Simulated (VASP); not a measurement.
# AgI (F-43m) in VASP: a series of runs

Runs on AgI. Level: r2SCAN. Tasks: single point, relaxation of cell and atoms.

Everything below comes from runs of VASP 6.6.1. Logs are shortened: lines on timing, memory, paths and dates and some standing lists are left out, and cuts for length are marked.

## Step 1: The cell of the first run

The structure is cubic, space group F-43m (No. 216). The conventional cell has a = 6.577 Å, b = 6.577 Å, c = 6.577 Å, α = 90.00°, β = 90.00°, γ = 90.00°. Within 3.8 Å of Ag (site symmetry -43m) lie 4 I at 2.85 Å. Within 3.8 Å of I (site symmetry -43m) lie 4 Ag at 2.85 Å.

## Step 2: Single point, r2SCAN

Contents of POSCAR:

```
AgI
1.0
    0.0000000000      3.2885891316      3.2885891316
    3.2885891316      0.0000000000      3.2885891316
    3.2885891316      3.2885891316      0.0000000000
Ag I
1 1
Direct
    0.0000000000      0.0000000000      0.0000000000
    0.7500000000      0.7500000000      0.7500000000
```

Contents of INCAR.step1:

```
SYSTEM = AgI
PREC = Accurate
ENCUT = 550
ISMEAR = 0
SIGMA = 0.02
LREAL = .False.
LASPH = .True.
NELM = 120
NBANDS = 16
GGA = PE
ALGO = Normal
EDIFF = 1E-5
LWAVE = .True.
LCHARG = .False.
GGA_COMPAT = .False.
```

Contents of INCAR.step2:

```
SYSTEM = AgI
PREC = Accurate
ENCUT = 550
EDIFF = 1E-6
ISMEAR = 0
SIGMA = 0.02
LREAL = .False.
LASPH = .True.
NELM = 120
ALGO = Normal
ISIF = 2
LWAVE = .False.
LCHARG = .False.
METAGGA = R2SCAN
LMIXTAU = .True.
NBANDS = 16
ISTART = 1
GGA_COMPAT = .False.
```

Contents of KPOINTS:

```
regular mesh
0
Gamma
  8 8 8
  0 0 0
```

Potentials or basis: VASP PAW PBE potentials, release 64 (Ag, I).

Command:

```sh
$ cat potpaw_PBE.64/Ag/POTCAR potpaw_PBE.64/I/POTCAR > POTCAR
$ cp INCAR.step1 INCAR
$ mpirun -np 1 vasp_std > vasp.out
$ cp INCAR.step2 INCAR
$ mpirun -np 1 vasp_std > vasp.out
```

OUTCAR:

```text
SYSTEM = AgI
   PREC = Accurate
   ENCUT = 550
   EDIFF = 1E-6
   ISMEAR = 0
   LREAL = .False.
   LASPH = .True.
   NELM = 120
   ISIF = 2
   METAGGA = R2SCAN
   ISTART = 1

 ion  position               nearest neighbor table
   1  0.000  0.000  0.000-   2 2.85   2 2.85   2 2.85   2 2.85
   2  0.750  0.750  0.750-   1 2.85   1 2.85   1 2.85   1 2.85

  LATTYP: Found a face centered cubic cell.
 ALAT       =     6.5771782632

  Lattice vectors:

 A1 = (   0.0000000000,   3.2885891316,   3.2885891316)
 A2 = (   3.2885891316,   0.0000000000,   3.2885891316)
 A3 = (   3.2885891316,   3.2885891316,   0.0000000000)

Analysis of symmetry for initial positions (statically):
=====================================================================
 Subroutine PRICEL returns:
 Original cell was already a primitive cell.

 Routine SETGRP: Setting up the symmetry group for a
 face centered cubic supercell.

 Subroutine GETGRP returns: Found 24 space group operations
 (whereof 24 operations were pure point group operations)
 out of a pool of 48 trial point group operations.

The static configuration has the point symmetry T_d .

Analysis of symmetry for dynamics (positions and initial velocities):
=====================================================================
 Subroutine PRICEL returns:
 Original cell was already a primitive cell.

 Routine SETGRP: Setting up the symmetry group for a
 face centered cubic supercell.

 Subroutine GETGRP returns: Found 24 space group operations
 (whereof 24 operations were pure point group operations)
 out of a pool of 48 trial point group operations.

The dynamic configuration has the point symmetry T_d .

 Subroutine INISYM returns: Found 24 space group operations
 (whereof 24 operations are pure point group operations),
 and found     1 'primitive' translations

----------------------------------------------------------------------------------------

                                     Primitive cell

  volume of cell :      71.1310

  direct lattice vectors                    reciprocal lattice vectors
     0.000000000  3.288589132  3.288589132    -0.152040884  0.152040884  0.152040884
     3.288589132  0.000000000  3.288589132     0.152040884 -0.152040884  0.152040884
     3.288589132  3.288589132  0.000000000     0.152040884  0.152040884 -0.152040884

  length of vectors
     4.650767351  4.650767351  4.650767351     0.263342537  0.263342537  0.263342537

  position of ions in fractional coordinates (direct lattice)
     0.000000000  0.000000000  0.000000000
     0.750000000  0.750000000  0.750000000

  ion indices of the primitive-cell ions
   primitive index   ion index
                 1           1
                 2           2

----------------------------------------------------------------------------------------

 KPOINTS: regular mesh

Automatic generation of k-mesh.
 Grid dimensions read from file:
 generate k-points for:    8    8    8

 Generating k-lattice:

  Cartesian coordinates                     Fractional coordinates (reciprocal lattice)
    -0.019005111  0.019005111  0.019005111     0.125000000  0.000000000  0.000000000
     0.019005111 -0.019005111  0.019005111     0.000000000  0.125000000  0.000000000
     0.019005111  0.019005111 -0.019005111     0.000000000  0.000000000  0.125000000

  Length of vectors
     0.032917817  0.032917817  0.032917817

  Shift w.r.t. Gamma in fractional coordinates (k-lattice)
     0.000000000  0.000000000  0.000000000

 Subroutine IBZKPT returns following result:
 ===========================================

 Found     29 irreducible k-points:

 Following reciprocal coordinates:
            Coordinates               Weight
  0.000000  0.000000  0.000000      1.000000
  0.125000  0.000000  0.000000      8.000000
  0.250000  0.000000  0.000000      8.000000
  0.375000  0.000000  0.000000      8.000000
  0.500000  0.000000  0.000000      4.000000
  0.125000  0.125000  0.000000      6.000000
[... 16 lines left out ...]
  0.500000  0.250000  0.125000     48.000000
 -0.375000  0.250000  0.125000     24.000000
 [... further k-points ...]
   k-points           NKPTS =     29   k-points in BZ     NKDIM =     29   number of bands    NBANDS=     16
   number of dos      NEDOS =    301   number of ions     NIONS =      2
   total plane-waves  NPLWV =  46656
   dimension x,y,z NGX =    36 NGY =   36 NGZ =   36
   dimension x,y,z NGXF=    72 NGYF=   72 NGZF=   72
   ions per type =               1   1
   NGX,Y,Z   is equivalent  to a cutoff of  12.87, 12.87, 12.87 a.u.
   NGXF,Y,Z  is equivalent  to a cutoff of  25.74, 25.74, 25.74 a.u.
 SYSTEM =  AgI
   PREC   = accura    normal or accurate (medium, high low for compatibility)
   ISTART =      1    job   : 0-new  1-cont  2-samecut
   ICHARG =      0    charge: 1-file 2-atom 10-const
   ISPIN  =      1    spin polarized calculation?
   LNONCOLLINEAR =      F non collinear calculations
   LSORBIT =      F    spin-orbit coupling
   LASPH  =      T    aspherical Exc in radial PAW
   ENCUT  =  550.0 eV  40.42 Ry    6.36 a.u.   8.89  8.89  8.89*2*pi/ulx,y,z
   NELM   =    120;   NELMIN=  2; NELMDL=  0     # of ELM steps
   EDIFF  = 0.1E-05   stopping-criterion for ELM
   LREAL  =      F    real-space projection
   EDIFFG = 0.1E-04   stopping-criterion for IOM
   NSW    =      0    number of steps for IOM
   IBRION =     -1    ionic relax: 0-MD 1-quasi-New 2-CG
   NFREE  =      0    steps in history (QN), initial steepest desc. (CG)
   ISIF   =      2    stress and relaxation
   ISYM   =      2    0-nonsym 1-usesym 2-fastsym
   POTIM  = 0.5000    time-step for ionic-motion
   TEBEG  =    0.0;   TEEND  =   0.0 temperature during run
   PSTRESS=    0.0 pullay stress
   NELECT =      18.0000    total number of electrons
   NUPDOWN=      -1.0000    fix difference up-down
   EMIN   =  10.00;   EMAX   =-10.00  energy-range for DOS
   EFERMI =   0.00;   METHOD = LEGACY
   ISMEAR =     0;   SIGMA  =   0.02  broadening in eV -4-tet -1-fermi 0-gaus
   EFERMI_NEDOS =   21; number of points for ismear=-14 and -15
   IALGO  =     38    algorithm
   IMIX   =      4    mixing-type and parameters
     AMIX     =   0.40;   BMIX     =  1.00
     AMIX_MAG =   1.60;   BMIX_MAG =  1.00
  volume/ion in A,a.u.               =      35.57       240.01
  Fermi-wavevector in a.u.,A,eV,Ry     =   1.035490  1.956793 14.588714  1.072240
  Thomas-Fermi vector in A             =   2.169836
   LORBIT       =      0    0 simple, 1 ext, 2 COOP (PROOUT), +10 PAW based schemes
   METAGGA = R2SCAN    functional components
   LHFCALC =     F    Hartree Fock is set to
   AEXX    =    0.0000 exact exchange contribution
   IVDW    =     0    specifies the selected vdW correction
   LEPSILON=     F    determine dielectric tensor
   LRPA    =     F    only Hartree local field effects (RPA)
 non-spin polarized calculation
 Gauss-broadening in eV      SIGMA  =   0.02
  energy-cutoff  :      550.00
  volume of cell :       71.13
 maximum number of plane-waves:      2120
   NGX = 17   NGY = 17   NGZ = 17

 number of electron      18.0000002 magnetization

 Free energy of the ion-electron system (eV)
  ---------------------------------------------------
  ext. energy  EPLUGINS =         0.00000000
  ---------------------------------------------------
  free energy    TOTEN  =       -46.52582669 eV

  energy without entropy =      -46.52582669  energy(sigma->0) =      -46.52582669

 E-fermi :   2.5395     XC(G=0):  -8.7605

 val. band max:        2.4555710530   @ k =   0.0000   0.0000   0.0000
 cond. band min:       4.2465630856   @ k =   0.0000   0.0000   0.0000
 fundamental gap:      1.7909920325
 Fermi energy:         2.5394577317

 k-point     1 :       0.0000    0.0000    0.0000
  band No.  band energies     occupation
      1     -10.5397      2.00000
      2      -1.6478      2.00000
      3      -1.6478      2.00000
      4      -1.6478      2.00000
      5      -0.4800      2.00000
      6      -0.4800      2.00000
[... 8 lines left out ...]
     15      12.9422      0.00000
     16      12.9422      0.00000

 k-point     2 :       0.1250    0.0000    0.0000
  band No.  band energies     occupation
      1     -10.5016      2.00000
      2      -1.6644      2.00000
      3      -1.6210      2.00000
      4      -1.6210      2.00000
      5      -0.4832      2.00000
      6      -0.4832      2.00000
[... 8 lines left out ...]
     15      12.3428      0.00000
     16      12.4543      0.00000

 k-point     3 :       0.2500    0.0000    0.0000
  band No.  band energies     occupation
      1     -10.4072      2.00000
      2      -1.6736      2.00000
      3      -1.5575      2.00000
      4      -1.5575      2.00000
      5      -0.4824      2.00000
      6      -0.4824      2.00000
[... 8 lines left out ...]
     15      12.1372      0.00000
     16      12.2197      0.00000

 k-point     4 :       0.3750    0.0000    0.0000
  band No.  band energies     occupation
      1     -10.3090      2.00000
      2      -1.6059      2.00000
      3      -1.4973      2.00000
      4      -1.4973      2.00000
      5      -0.4655      2.00000
      6      -0.4655      2.00000
[... 8 lines left out ...]
     15      12.8822      0.00000
     16      12.8822      0.00000

 k-point     5 :       0.5000    0.0000    0.0000
  band No.  band energies     occupation
      1     -10.2672      2.00000
      2      -1.5249      2.00000
      3      -1.4740      2.00000
      4      -1.4740      2.00000
      5      -0.4522      2.00000
      6      -0.4522      2.00000
[... 8 lines left out ...]
     15      13.8200      0.00000
     16      13.8200      0.00000

 k-point     6 :       0.1250    0.1250    0.0000
  band No.  band energies     occupation
      1     -10.4889      2.00000
      2      -1.6959      2.00000
      3      -1.5978      2.00000
      4      -1.5978      2.00000
      5      -0.5015      2.00000
      6      -0.4681      2.00000
[... 8 lines left out ...]
     15      12.8916      0.00000
     16      13.0265      0.00000

 k-point     7 :       0.2500    0.1250    0.0000
  band No.  band energies     occupation
      1     -10.4132      2.00000
      2      -1.7217      2.00000
      3      -1.5393      2.00000
      4      -1.5316      2.00000
      5      -0.5139      2.00000
      6      -0.4582      2.00000
[... 8 lines left out ...]
     15      12.8715      0.00000
     16      13.3817      0.00000

 k-point     8 :       0.3750    0.1250    0.0000
  band No.  band energies     occupation
      1     -10.3158      2.00000
      2      -1.6699      2.00000
      3      -1.4754      2.00000
      4      -1.4636      2.00000
      5      -0.4967      2.00000
      6      -0.4469      2.00000
[... 8 lines left out ...]
     15      13.0207      0.00000
     16      13.3369      0.00000

 k-point     9 :       0.5000    0.1250    0.0000
  band No.  band energies     occupation
      1     -10.2546      2.00000
      2      -1.5507      2.00000
      3      -1.4350      2.00000
      4      -1.4271      2.00000
      5      -0.4636      2.00000
      6      -0.4490      2.00000
[... 8 lines left out ...]
     15      13.4326      0.00000
     16      13.8530      0.00000
[... 172 lines left out ...]
 k-point    19 :       0.5000    0.3750    0.0000
  band No.  band energies     occupation
      1     -10.1912      2.00000
      2      -1.8252      2.00000
      3      -1.2060      2.00000
      4      -1.1731      2.00000
      5      -0.4147      2.00000
      6      -0.3994      2.00000
[... 8 lines left out ...]
     15      14.0070      0.00000
     16      14.8813      0.00000

 k-point    20 :      -0.3750    0.3750    0.0000
  band No.  band energies     occupation
      1     -10.1848      2.00000
      2      -1.6892      2.00000
      3      -1.2560      2.00000
      4      -1.1205      2.00000
      5      -0.4489      2.00000
      6      -0.4418      2.00000
[... 8 lines left out ...]
     15      13.3091      0.00000
     16      15.6102      0.00000

 k-point    21 :       0.5000    0.5000    0.0000
  band No.  band energies     occupation
      1     -10.1775      2.00000
      2      -1.8874      2.00000
      3      -1.1467      2.00000
      4      -1.1467      2.00000
      5      -0.3982      2.00000
      6      -0.3687      2.00000
[... 8 lines left out ...]
     15      13.7210      0.00000
     16      14.7676      0.00000

 k-point    22 :       0.3750    0.2500    0.1250
  band No.  band energies     occupation
      1     -10.3358      2.00000
      2      -1.7222      2.00000
      3      -1.4712      2.00000
      4      -1.4556      2.00000
      5      -0.5186      2.00000
      6      -0.4427      2.00000
[... 8 lines left out ...]
     15      13.3778      0.00000
     16      14.5086      0.00000

 k-point    23 :       0.5000    0.2500    0.1250
  band No.  band energies     occupation
      1     -10.2563      2.00000
      2      -1.6218      2.00000
      3      -1.4404      2.00000
      4      -1.3548      2.00000
      5      -0.4879      2.00000
      6      -0.4492      2.00000
[... 8 lines left out ...]
     15      13.8395      0.00000
     16      14.2785      0.00000

 k-point    24 :      -0.3750    0.2500    0.1250
  band No.  band energies     occupation
      1     -10.2226      2.00000
      2      -1.5333      2.00000
      3      -1.4372      2.00000
      4      -1.2792      2.00000
      5      -0.5138      2.00000
      6      -0.4366      2.00000
[... 8 lines left out ...]
     15      13.5648      0.00000
     16      14.2805      0.00000

 [... further k-points ...]
[... 5 lines left out ...]
  --------------------------------------------------------------------------------------
  -------------------------------------------------------------------------------------
  Total       -0.0519641     -0.0519641     -0.0519641      0.0000000     -0.0000000      0.0000000
  in kB       -1.1704568     -1.1704568     -1.1704568      0.0000000     -0.0000000      0.0000000
  external PRESSURE =      -1.1704568 kB  Pullay stress =       0.0000000 kB

 VOLUME and BASIS-vectors are now :
 -----------------------------------------------------------------------------
  energy-cutoff  :      550.00
  volume of cell :       71.13
      direct lattice vectors                 reciprocal lattice vectors
     0.000000000  3.288589132  3.288589132    -0.152040884  0.152040884  0.152040884
     3.288589132  0.000000000  3.288589132     0.152040884 -0.152040884  0.152040884
     3.288589132  3.288589132  0.000000000     0.152040884  0.152040884 -0.152040884

 POSITION                                       TOTAL-FORCE (eV/Angst)
 -----------------------------------------------------------------------------------
      0.00000      0.00000      0.00000        -0.000000      0.000000     -0.000000
      4.93288      4.93288      4.93288         0.000000     -0.000000      0.000000
 -----------------------------------------------------------------------------------
    total drift:                                0.000000      0.000000      0.000000

  FREE ENERGIE OF THE ION-ELECTRON SYSTEM (eV)
  ---------------------------------------------------
  free  energy   TOTEN  =       -46.5258266944 eV

  energy  without entropy=      -46.5258266944  energy(sigma->0) =      -46.52582669
```

Wall time 2 min (1 thread of AMD EPYC 7R13 (Zen 3), shared host); peak memory 0.2 GiB.

What came out:

* Free energy: -46.5258 eV
* Pressure: -0.1 GPa
* Band gap on the k mesh: 1.79 eV, direct

Caveat: the PAW data sets were made with another functional, which shifts forces and pressure a little; spin-orbit coupling is left out, which moves the levels of the heavy elements. r2SCAN opens gaps a little over a GGA but as a rule still falls short of measured ones.

## Step 3: Relaxation of cell and atoms, r2SCAN

This run uses another cell than the first one, of 35.36 Å³/atom, 0.994 times its volume.

Contents of POSCAR:

```
AgI
1.0
    0.0000000000      3.2820960000      3.2820960000
    3.2820960000      0.0000000000      3.2820960000
    3.2820960000      3.2820960000      0.0000000000
Ag I
1 1
Direct
    0.0000000000      0.0000000000      0.0000000000
    0.7500000000      0.7500000000      0.7500000000
```

Changes to INCAR.step1 since step 2:

```diff
@@ -8,3 +8,2 @@
 NELM = 120
-NBANDS = 16
 GGA = PE
@@ -15 +14,6 @@
 GGA_COMPAT = .False.
+IBRION = 2
+ISIF = 3
+EDIFFG = -0.005
+NELMIN = 4
+NSW = 100
```

Contents of INCAR.step2:

```
SYSTEM = AgI
PREC = Accurate
ENCUT = 550
EDIFF = 1E-7
ISMEAR = 0
SIGMA = 0.02
LREAL = .False.
LASPH = .True.
NELM = 120
ALGO = Normal
ISIF = 3
LWAVE = .False.
LCHARG = .False.
METAGGA = R2SCAN
LMIXTAU = .True.
IBRION = 2
NSW = 70
EDIFFG = -0.02
ISTART = 1
GGA_COMPAT = .False.
NELMIN = 4
```

KPOINTS is that of step 2.

Potentials or basis: VASP PAW PBE potentials, release 64 (Ag, I).

Command:

```sh
$ cat potpaw_PBE.64/Ag/POTCAR potpaw_PBE.64/I/POTCAR > POTCAR
$ cp INCAR.step1 INCAR
$ mpirun -np 1 vasp_std > vasp.out
$ cp INCAR.step2 INCAR
$ mpirun -np 1 vasp_std > vasp.out
```

It took 2.7 min on 1 thread of AMD EPYC 7R13 (Zen 3), shared host; peak memory 0.2 GiB.

Results (log left out):

```yaml
Free_energy: -46.5258 eV
Pressure_after_relaxing: 0.1 GPa
Band_gap_on_the_k_mesh: 1.79 eV, direct
```

Final structure:
```xyz
2
Lattice="0.0000 3.2821 3.2821 3.2821 0.0000 3.2821 3.2821 3.2821 0.0000" Properties=species:S:1:pos:R:3 pbc="T T T"
Ag    0.0000    0.0000    0.0000
I     4.9231    4.9231    4.9231
```

Levels at points of the mesh, in eV from the valence-band top:
| k point | band 6 | band 7 | band 8 | band 9 | band 10 | band 11 | band 12 | band 13 |
| --- | --- | --- | --- | --- | --- | --- | --- | --- |
| (0.00, 0.00, 0.00) | -2.96 | 0.00 | 0.00 | 0.00 | 1.79 | 6.29 | 6.29 | 6.29 |
| (0.50, 0.00, 0.00) | -2.93 | -2.83 | -0.69 | -0.69 | 3.22 | 6.70 | 6.70 | 7.46 |
| (0.50, 0.50, 0.00) | -2.85 | -2.48 | -1.72 | -1.72 | 3.97 | 4.23 | 8.87 | 10.20 |

Caveat: the relaxation stopped at its first step, so nothing moved; the PAW data sets were made with another functional, which shifts forces and pressure a little; spin-orbit coupling is left out, which moves the levels of the heavy elements.
